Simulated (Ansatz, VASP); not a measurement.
**One calculation of In, two programs**

INCAR

```
SYSTEM = In
PREC = Accurate ; ENCUT = 520
EDIFF = 1E-6 ; ISMEAR = -1
SIGMA = 0.1 ; LREAL = .FALSE.
LASPH = .TRUE. ; NELM = 60
ALGO = Normal ; ISIF = 2
LWAVE = .FALSE. ; LCHARG = .FALSE.
NBANDS = 12
```

File KPOINTS:

```
Automatic mesh
0
G
  13 13 13
  0 0 0
```

File POSCAR:

```
In
1.0
    0.0000000000      2.3072978333      2.3072978333
    2.3072978333      0.0000000000      2.3072978333
    2.3072978333      2.3072978333      0.0000000000
In
1
Direct
    0.0000000000      0.0000000000      0.0000000000
```

Input for Ansatz:

```yaml
crystal:
  lattice:
    - [0.0, 2.3072978333, 2.3072978333]
    - [2.3072978333, 0.0, 2.3072978333]
    - [2.3072978333, 2.3072978333, 0.0]
  atoms:
    - { symbol: In, position: [0.0, 0.0, 0.0] }
hamiltonian:
  xc: lda
  pseudopotentials:
    kind: paw
    azcp:
      In: "pseudopotentials/In.paw.azcp"
basis:
  ecutwfc: 420
  fft_grid_basis: typed
kpoints:
  mp_grid: { grid: [13, 13, 13], shift: [0, 0, 0] }
magnetization:
  spin_polarized: false
scf:
  occupations: { method: fermi_dirac, width: 0.1 }
  lower_state_search: "off"
output:
  stress: true
```

Alike in both runs: task single point; functional LDA; k mesh 13 × 13 × 13; occupations fermi-dirac, width 0.1 eV; no spin polarisation.

```csv
,VASP,Ansatz
version,VASP 6.6.1,Ansatz 0.2.0
potentials or method,"VASP PAW LDA potentials, release 64 (In_d), cutoff 520 eV","plane waves (420 eV) with PAW, scalar-relativistic"
valence electrons in the cell,13,13
```

```tsv
	VASP	Ansatz	Ansatz less VASP
pressure (GPa)	0.2	0.1	-0.04
```

Ansatz warns that its potentials were made for another functional, while VASP's fit it. LDA's correlation is that of Perdew and Zunger in VASP and of Perdew and Wang (1992) in Ansatz.
